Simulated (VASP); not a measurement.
A run of VASP 6.6.1:

File INCAR:

```
SYSTEM = Ge3H5
PREC = Accurate
ENCUT = 520
EDIFF = 1E-6
ISMEAR = 0
SIGMA = 0.05
LREAL = Auto
LASPH = .TRUE.
NELM = 80
ALGO = Normal
ISIF = 2
LWAVE = .FALSE.
LCHARG = .FALSE.
GGA = PE
NBANDS = 61
```

The input KPOINTS:

```
Automatic mesh
0
G
  1 1 10
  0 0 0
```

Contents of POSCAR:

```
Ge3H5
1.0
   15.1000000000      0.0000000000      0.0000000000
    0.0000000000     15.4000000000      0.0000000000
    0.0000000000      0.0000000000      5.7610729055
Ge H
6 10
Direct
    0.5476910009      0.5467619554      0.5000000000
    0.6430730026      0.4532380446      0.2500000000
    0.5476910009      0.3597141338      0.0000000000
    0.3569269974      0.5467619554      0.0000000000
    0.4523089991      0.4532380446      0.7500000000
    0.4523089991      0.6402858662      0.2500000000
    0.6065730813      0.6044969823      0.6543322623
    0.7019550831      0.5109730715      0.0956677377
    0.7019550831      0.3955030177      0.4043322623
    0.6065730813      0.3019791069      0.8456677377
    0.4888089204      0.3019791069      0.1543322623
    0.2980449169      0.4890269285      0.1543322623
    0.2980449169      0.6044969823      0.8456677377
    0.3934269187      0.3955030177      0.5956677377
    0.5111910796      0.6980208931      0.0956677377
    0.3934269187      0.6980208931      0.4043322623
```

Potentials or basis: VASP PAW PBE potentials, release 64 (Ge_d, H).

Command:

```sh
$ cat potpaw_PBE.64/Ge_d/POTCAR potpaw_PBE.64/H/POTCAR > POTCAR
$ mpirun -np 1 vasp_std > vasp.out
```

Hardware: 1 thread of Intel(R) Xeon(R) 6975P-C (Granite Rapids) (shared host).

Estimate the wall time of this run.

It took 14 min on 1 thread of Intel(R) Xeon(R) 6975P-C (Granite Rapids), on a shared host, peak memory 1.2 GiB. Counts: scf iterations 24, k points 6.
